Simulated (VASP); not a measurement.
# Pt (I4/mmm) in VASP: notebook, part 2 of 2

VASP 6.6.1. Earlier steps stand in the parts before.

## Step 6: Single point, LDA (strain +0.030 along x and y, -0.015 along z)

INCAR reads:

```
SYSTEM = Pt
PREC = Accurate
ENCUT = 520
EDIFF = 1E-7
ISMEAR = 0
SIGMA = 0.15
LREAL = .FALSE.
LASPH = .TRUE.
NELM = 100
ALGO = Fast
ISIF = 2
LWAVE = .FALSE.
LCHARG = .FALSE.
NBANDS = 11
```

KPOINTS reads:

```
Automatic mesh
0
G
  22 22 22
  0 0 0
```

POSCAR reads:

```
Pt
1.0
   -1.6317466000      1.6317466000      1.5604567000
    1.6317466000     -1.6317466000      1.5604567000
    1.6317466000      1.6317466000     -1.5604567000
Pt
1
Direct
    0.0000000000      0.0000000000      0.0000000000
```

Potentials or basis: VASP PAW LDA potentials, release 64 (Pt).

Command:

```console
cat potpaw_LDA.64/Pt/POTCAR > POTCAR
mpirun -np 1 vasp_std > vasp.out
```

OUTCAR:

```text
SYSTEM = Pt
   PREC = Accurate
   ENCUT = 520
   EDIFF = 1E-7
   ISMEAR = 0
   LREAL = .FALSE.
   LASPH = .TRUE.
   NELM = 100
   ISIF = 2

 ion  position               nearest neighbor table
   1  0.000  0.000  0.000-

  LATTYP: Found a body centered tetragonal cell.
 ALAT       =     3.2634932000
 C/A-ratio  =     0.9563106796

  Lattice vectors:

 A1 = (  -1.6317466000,   1.6317466000,   1.5604567000)
 A2 = (   1.6317466000,  -1.6317466000,   1.5604567000)
 A3 = (   1.6317466000,   1.6317466000,  -1.5604567000)

Analysis of symmetry for initial positions (statically):
=====================================================================
 Subroutine PRICEL returns:
 Original cell was already a primitive cell.

 Routine SETGRP: Setting up the symmetry group for a
 body centered tetragonal supercell.

 Subroutine GETGRP returns: Found 16 space group operations
 (whereof 16 operations were pure point group operations)
 out of a pool of 16 trial point group operations.

The static configuration has the point symmetry D_4h.

Analysis of symmetry for dynamics (positions and initial velocities):
=====================================================================
 Subroutine PRICEL returns:
 Original cell was already a primitive cell.

 Routine SETGRP: Setting up the symmetry group for a
 body centered tetragonal supercell.

 Subroutine GETGRP returns: Found 16 space group operations
 (whereof 16 operations were pure point group operations)
 out of a pool of 16 trial point group operations.

The dynamic configuration has the point symmetry D_4h.

 Subroutine INISYM returns: Found 16 space group operations
 (whereof 16 operations are pure point group operations),
 and found     1 'primitive' translations

----------------------------------------------------------------------------------------

                                     Primitive cell

  volume of cell :      16.6195
[... 112 lines left out ...]
   GGA     = CA    functional components
   LHFCALC =     F    Hartree Fock is set to
   AEXX    =    0.0000 exact exchange contribution
   IVDW    =     0    specifies the selected vdW correction
   LEPSILON=     F    determine dielectric tensor
   LRPA    =     F    only Hartree local field effects (RPA)
 non-spin polarized calculation
 RMM-DIIS sequential band-by-band and
 Gauss-broadening in eV      SIGMA  =   0.15
  energy-cutoff  :      520.00
  volume of cell :       16.62
 maximum number of plane-waves:       464
 NGX is ok and might be reduce to    24
   NGX = 11   NGY = 11   NGZ = 11

 number of electron      10.0000000 magnetization

 Free energy of the ion-electron system (eV)
  ---------------------------------------------------
  ext. energy  EPLUGINS =         0.00000000
  ---------------------------------------------------
  free energy    TOTEN  =        -7.26520060 eV

  energy without entropy =       -7.25128989  energy(sigma->0) =       -7.25824524

 E-fermi :   9.1568     XC(G=0): -13.1251

 val. band max:        9.1550756605   @ k =  -0.1364  -0.3636   0.0455
 cond. band min:       9.1597706854   @ k =  -0.1818   0.4091   0.1364
 fundamental gap:      0.0046950249
 Fermi energy:         9.1568308254

 k-point     1 :       0.0000    0.0000    0.0000
  band No.  band energies     occupation
      1       0.1512      2.00000
      2       5.6941      2.00000
      3       6.0539      2.00000
      4       6.0539      2.00000
      5       8.0150      2.00000
      6       8.4911      2.00000
      7      25.9631      0.00000
      8      25.9631      0.00000
      9      26.8249      0.00000
     10      34.9999      0.00000
     11      35.0177      0.00000
[... 309 lines left out ...]
 k-point    24 :      -0.4545    0.0455    0.0000
  band No.  band energies     occupation
      1       3.1282      2.00000
      2       4.5654      2.00000
      3       8.0604      2.00000
      4       8.2597      2.00000
      5       8.9668      1.92676
      6      10.1491      0.00000
      7      16.3406      0.00000
      8      22.4748      0.00000
      9      24.4493      0.00000
     10      32.5072      0.00000
     11      32.7997      0.00000

 [... further k-points ...]

------------------------ aborting loop because EDIFF is reached ----------------------------------------

  FORCE on cell =-STRESS in cart. coord.  units (eV):
  Direction    XX          YY          ZZ          XY          YZ          ZX
  --------------------------------------------------------------------------------------
  -------------------------------------------------------------------------------------
  Total       -2.2940829     -2.2940829     -2.7100446      0.0000000     -0.0000000     -0.0000000
  in kB     -221.1579406   -221.1579406   -261.2581626      0.0000000     -0.0000000     -0.0000000
  external PRESSURE =    -234.5246813 kB  Pullay stress =       0.0000000 kB

 VOLUME and BASIS-vectors are now :
 -----------------------------------------------------------------------------
  energy-cutoff  :      520.00
  volume of cell :       16.62
      direct lattice vectors                 reciprocal lattice vectors
    -1.631746600  1.631746600  1.560456700     0.000000000  0.306420127  0.320419016
     1.631746600 -1.631746600  1.560456700     0.306420127  0.000000000  0.320419016
     1.631746600  1.631746600 -1.560456700     0.306420127  0.306420127  0.000000000

 POSITION                                       TOTAL-FORCE (eV/Angst)
 -----------------------------------------------------------------------------------
      0.00000      0.00000      0.00000         0.000000      0.000000      0.000000
 -----------------------------------------------------------------------------------
    total drift:                                0.000000      0.000000     -0.000000

  FREE ENERGIE OF THE ION-ELECTRON SYSTEM (eV)
  ---------------------------------------------------
  free  energy   TOTEN  =        -7.2652005962 eV

  energy  without entropy=       -7.2512898890  energy(sigma->0) =       -7.25824524
```

OSZICAR:

```text
N       E                     dE             d eps       ncg     rms          rms(c)
DAV:   1     0.381913898255E+02    0.38191E+02   -0.52645E+03 18660   0.834E+02
DAV:   2    -0.705524824282E+01   -0.45247E+02   -0.43172E+02 20899   0.172E+02
DAV:   3    -0.769477304626E+01   -0.63952E+00   -0.63504E+00 21470   0.195E+01
DAV:   4    -0.769732260040E+01   -0.25496E-02   -0.25494E-02 21251   0.146E+00
DAV:   5    -0.769734422597E+01   -0.21626E-04   -0.21626E-04 21637   0.126E-01    0.970E+00
RMM:   6    -0.729667208504E+01    0.40067E+00   -0.44612E-01 18379   0.548E+00    0.496E+00
RMM:   7    -0.726879484920E+01    0.27877E-01   -0.46468E-02 19229   0.191E+00    0.231E+00
RMM:   8    -0.726544614930E+01    0.33487E-02   -0.61098E-03 19971   0.710E-01    0.517E-01
RMM:   9    -0.726518914889E+01    0.25700E-03   -0.85690E-04 21102   0.248E-01    0.546E-02
RMM:  10    -0.726520307180E+01   -0.13923E-04   -0.11961E-04 21238   0.825E-02    0.624E-02
RMM:  11    -0.726520039141E+01    0.26804E-05   -0.12889E-05 21710   0.283E-02    0.844E-03
RMM:  12    -0.726520053043E+01   -0.13902E-06   -0.28649E-06 21816   0.114E-02    0.590E-03
RMM:  13    -0.726520059623E+01   -0.65801E-07   -0.69853E-07 18356   0.529E-03
   1 F= -.72652006E+01 E0= -.72582452E+01  d E =-.139107E-01
```

stdout:

```text
POSCAR found type information on POSCAR Pt
 POSCAR found :  1 types and       1 ions
 scaLAPACK will be used
 LDA part: xc-table for (Slater(with rela. corr.)+CA(PZ))
 , standard interpolation
 POSCAR, INCAR and KPOINTS ok, starting setup
 FFT: planning ... GRIDC
 FFT: planning ... GRID_SOFT
 FFT: planning ... GRID
 WAVECAR not read
 entering main loop
```

Run time: 89 s. Hardware: 1 thread of Intel Xeon Platinum 8488C (Sapphire Rapids), shared host; peak memory 0.26 GiB.

What came out:

- Free energy: -7.2652 eV
- Pressure: -23.5 GPa
- Band gap on the k mesh: zero (bands 5 and 6 overlap by 1.93 eV)

Caveat: the cell differs from its parent crystal (strain +0.030 along x and y, -0.015 along z); the cell stands under tension; spin-orbit coupling is left out, which moves the levels of the heavy elements.

## Step 7: The runs side by side

| cell | further INCAR settings | gap on the mesh (eV) | pressure (GPa) |
| --- | --- | --- | --- |
| a = 2.758 Å, angles 108.7, 108.7, 111.1°, 1 atom | ALGO = Fast; EDIFF = 1e-07; NBANDS = 11 | none | -18.3 |
| a = 2.772 Å, angles 110.3, 110.3, 107.9°, 1 atom | ALGO = Fast; EDIFF = 1e-06; NBANDS = 11 | none | -21.0 |
| a = 2.772 Å, angles 107.9, 107.9, 112.7°, 1 atom | ALGO = Fast; EDIFF = 1e-07; NBANDS = 11 | none | -21.0 |
| a = 2.771 Å, angles 109.1, 109.1, 110.3°, 1 atom | ALGO = Fast; EDIFF = 1e-06; NBANDS = 11 | none | -21.0 |
| a = 2.786 Å, angles 108.3, 108.3, 111.9°, 1 atom | ALGO = Fast; EDIFF = 1e-07; NBANDS = 11 | none | -23.5 |

Alike in all rows: task single point; level LDA; potentials or basis VASP PAW LDA potentials, release 64 (Pt); no spin polarisation; k mesh 22 × 22 × 22; cutoff (eV) 520; smearing gaussian 0.15 eV.

Caveats: the cell stands under tension; spin-orbit coupling is left out, which moves the levels of the heavy elements.

Absolute energies hang on the potentials; compare differences alone.
